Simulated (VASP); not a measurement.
Write the native input for VASP 6.6.1 that does the following.

* Task: single point
* Functional: LDA
* Potentials or basis: VASP PAW LDA potentials, release 64 (Pt)
* Cutoff: 520 eV
* k mesh: 22 × 22 × 22
* Occupations: gaussian, width 0.15 eV
* Spin: no spin polarisation
* Dipole correction: no
* Further INCAR settings: ALGO = Fast; EDIFF = 1e-07; NBANDS = 11

The structure of Pt lies in POSCAR:

```
Pt
1.0
   -1.9888742032      1.5973752992      1.5973752992
    1.5973752992     -1.9888742032      1.5973752992
    1.5973752992      1.5973752992     -1.9888742032
Pt
1
Direct
    0.0000000000      0.0000000000      0.0000000000
```

One way to write it, as run:

INCAR

```
PREC     = Accurate       # precision mode
ENCUT    = 520            # plane-wave cutoff, eV
EDIFF    = 1E-7           # SCF threshold, eV
ISMEAR   = 0              # smearing method
SIGMA    = 0.15           # smearing width, eV
LREAL    = F              # projectors in reciprocal space
LASPH    = T              # aspherical terms in the spheres
NELM     = 80             # most SCF steps
ALGO     = Fast           # electronic algorithm
ISIF     = 2              # what is computed and relaxed
LWAVE    = F              # write WAVECAR
LCHARG   = F              # write CHGCAR
GGA      = CA             # functional
NBANDS   = 11             # bands
```

KPOINTS

```
Automatic mesh
0
Gamma
  22 22 22
```

Potentials or basis: VASP PAW LDA potentials, release 64 (Pt).

The run is started by

```sh
$ cat potpaw_LDA.64/Pt/POTCAR > POTCAR
$ mpirun -np 1 vasp_std > vasp.out
```

It gave:

```
Pressure               : 72.0 GPa
Band gap on the k mesh : zero (bands 5 and 6 overlap by 5.30 eV)
```

Caveat: the cell stands under pressure; spin-orbit coupling is left out, which moves the levels of the heavy elements.

Wall time 61 s on 1 thread of Intel(R) Xeon(R) 6975P-C (Granite Rapids), on a shared host, peak memory 0.28 GiB.
